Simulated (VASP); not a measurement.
# MnS (Fm-3m) in VASP: notebook, part 2 of 2

VASP 6.6.1.

### Step 3. Single point, PBE

File INCAR:

```
PREC     = Accurate       # precision mode
ENCUT    = 520            # plane-wave cutoff, eV
EDIFF    = 1E-6           # SCF threshold, eV
ISMEAR   = -1             # smearing method
SIGMA    = 0.05           # smearing width, eV
LREAL    = False          # projectors in reciprocal space
LASPH    = True           # aspherical terms in the spheres
NELM     = 80             # most SCF steps
ALGO     = Normal         # electronic algorithm
ISIF     = 2              # what is computed and relaxed
LWAVE    = False          # write WAVECAR
LCHARG   = False          # write CHGCAR
GGA      = PE             # functional
NBANDS   = 16             # bands
```

File KPOINTS:

```
Automatic mesh
0
Gamma
  7 7 7
```

File POSCAR:

```
MnS
1.0
    0.0000000000      2.6200000000      2.6200000000
    2.6200000000      0.0000000000      2.6200000000
    2.6200000000      2.6200000000      0.0000000000
Mn S
1 1
Direct
    0.0000000000      0.0000000000      0.0000000000
    0.5000000000      0.5000000000      0.5000000000
```

Potentials or basis: VASP PAW PBE potentials, release 64 (Mn_pv, S).

The run is started by

```console
$ cat potpaw_PBE.64/Mn_pv/POTCAR potpaw_PBE.64/S/POTCAR > POTCAR
$ mpirun -np 1 vasp_std > vasp.out
```

OUTCAR:

```text
PREC = Accurate
   ENCUT = 520
   EDIFF = 1E-6
   ISMEAR = -1
   LREAL = False
   LASPH = True
   NELM = 80
   ISIF = 2
   GGA = PE

 ion  position               nearest neighbor table
   1  0.000  0.000  0.000-   2 2.62   2 2.62   2 2.62   2 2.62   2 2.62   2 2.62
   2  0.500  0.500  0.500-   1 2.62   1 2.62   1 2.62   1 2.62   1 2.62   1 2.62

  LATTYP: Found a face centered cubic cell.
 ALAT       =     5.2400000000

  Lattice vectors:

 A1 = (   0.0000000000,   2.6200000000,   2.6200000000)
 A2 = (   2.6200000000,   0.0000000000,   2.6200000000)
 A3 = (   2.6200000000,   2.6200000000,   0.0000000000)

Analysis of symmetry for initial positions (statically):
=====================================================================
 Subroutine PRICEL returns:
 Original cell was already a primitive cell.

 Routine SETGRP: Setting up the symmetry group for a
 face centered cubic supercell.

 Subroutine GETGRP returns: Found 48 space group operations
 (whereof 48 operations were pure point group operations)
 out of a pool of 48 trial point group operations.

The static configuration has the point symmetry O_h .

Analysis of symmetry for dynamics (positions and initial velocities):
=====================================================================
 Subroutine PRICEL returns:
 Original cell was already a primitive cell.

 Routine SETGRP: Setting up the symmetry group for a
 face centered cubic supercell.

 Subroutine GETGRP returns: Found 48 space group operations
 (whereof 48 operations were pure point group operations)
 out of a pool of 48 trial point group operations.

The dynamic configuration has the point symmetry O_h .

 Subroutine INISYM returns: Found 48 space group operations
 (whereof 48 operations are pure point group operations),
 and found     1 'primitive' translations
[... 103 lines left out ...]
   EMIN   =  10.00;   EMAX   =-10.00  energy-range for DOS
   EFERMI =   0.00;   METHOD = LEGACY
   ISMEAR =    -1;   SIGMA  =   0.05  broadening in eV -4-tet -1-fermi 0-gaus
   EFERMI_NEDOS =   21; number of points for ismear=-14 and -15
   IALGO  =     38    algorithm
   IMIX   =      4    mixing-type and parameters
     AMIX     =   0.40;   BMIX     =  1.00
     AMIX_MAG =   1.60;   BMIX_MAG =  1.00
  volume/ion in A,a.u.               =      17.98       121.37
  Fermi-wavevector in a.u.,A,eV,Ry     =   1.323370  2.500807 23.828008  1.751309
  Thomas-Fermi vector in A             =   2.452983
   LORBIT       =      0    0 simple, 1 ext, 2 COOP (PROOUT), +10 PAW based schemes
   GGA     = PE    functional components
   LHFCALC =     F    Hartree Fock is set to
   AEXX    =    0.0000 exact exchange contribution
   IVDW    =     0    specifies the selected vdW correction
   LEPSILON=     F    determine dielectric tensor
   LRPA    =     F    only Hartree local field effects (RPA)
 non-spin polarized calculation
  energy-cutoff  :      520.00
  volume of cell :       35.97
 maximum number of plane-waves:       984
   NGX = 13   NGY = 13   NGZ = 13

 number of electron      18.9999984 magnetization

 Free energy of the ion-electron system (eV)
  ---------------------------------------------------
  ext. energy  EPLUGINS =         0.00000000
  ---------------------------------------------------
  free energy    TOTEN  =       -11.83360617 eV

  energy without entropy =      -11.74871105  energy(sigma->0) =      -11.79115861

 E-fermi :   5.8443     XC(G=0): -10.6409

 val. band max:        5.8205611769   @ k =  -0.2857   0.1429   0.0000
 cond. band min:       5.8469090977   @ k =  -0.4286   0.4286   0.0000
 fundamental gap:      0.0263479208
 Fermi energy:         5.8442861387

 k-point     1 :       0.0000    0.0000    0.0000
  band No.  band energies     occupation
      1     -41.9365      2.00000
      2     -41.9365      2.00000
      3     -41.9365      2.00000
      4      -8.3224      2.00000
      5       4.2141      2.00000
      6       4.2141      2.00000
[... 357 lines left out ...]
      3     -41.9395      2.00000
      4      -6.9415      2.00000
      5       1.0738      2.00000
      6       1.1402      2.00000
[... 8 lines left out ...]
     15      14.0172      0.00000
     16      14.2822      0.00000

------------------------ aborting loop because EDIFF is reached ----------------------------------------

  FORCE on cell =-STRESS in cart. coord.  units (eV):
  Direction    XX          YY          ZZ          XY          YZ          ZX
  --------------------------------------------------------------------------------------
  -------------------------------------------------------------------------------------
  Total       -5.2819876     -5.2819876     -5.2819876      0.0000000      0.0000000     -0.0000000
  in kB     -235.2740821   -235.2740821   -235.2740821      0.0000000      0.0000000     -0.0000000
  external PRESSURE =    -235.2740821 kB  Pullay stress =       0.0000000 kB

 VOLUME and BASIS-vectors are now :
 -----------------------------------------------------------------------------
  energy-cutoff  :      520.00
  volume of cell :       35.97
      direct lattice vectors                 reciprocal lattice vectors
     0.000000000  2.620000000  2.620000000    -0.190839695  0.190839695  0.190839695
     2.620000000  0.000000000  2.620000000     0.190839695 -0.190839695  0.190839695
     2.620000000  2.620000000  0.000000000     0.190839695  0.190839695 -0.190839695

 POSITION                                       TOTAL-FORCE (eV/Angst)
 -----------------------------------------------------------------------------------
      0.00000      0.00000      0.00000         0.000000      0.000000      0.000000
      2.62000      2.62000      2.62000        -0.000000     -0.000000     -0.000000
 -----------------------------------------------------------------------------------
    total drift:                               -0.000000      0.000000      0.000000

  FREE ENERGIE OF THE ION-ELECTRON SYSTEM (eV)
  ---------------------------------------------------
  free  energy   TOTEN  =       -11.8336061669 eV

  energy  without entropy=      -11.7487110472  energy(sigma->0) =      -11.79115861
```

Wall time 16 s (1 thread of AMD EPYC 9R14 (Zen 4), shared host); peak memory 0.12 GiB.

Results:

| Property | Result |
| --- | --- |
| Free energy | -11.8336 eV |
| Pressure | -23.5 GPa |
| Band gap on the k mesh | zero (an odd number of electrons rules out a gap without spin polarisation) |

Levels at points of the mesh, in eV from the Fermi level:
| k point | band 6 | band 7 | band 8 | band 9 | band 10 | band 11 | band 12 | band 13 |
| --- | --- | --- | --- | --- | --- | --- | --- | --- |
| (0.00, 0.00, 0.00) | -1.63 | -1.63 | -0.83 | -0.83 | -0.83 | -0.75 | -0.75 | 2.48 |

Caveat: the cell stands under tension; the run has no spin polarisation, though such a crystal can be magnetic; semilocal functionals often make such compounds metallic where correlation or magnetic order opens a gap, which also shifts bond lengths. With open d or f shells a metallic result of PBE can be an artefact of self-interaction; +U or a hybrid may open a gap.
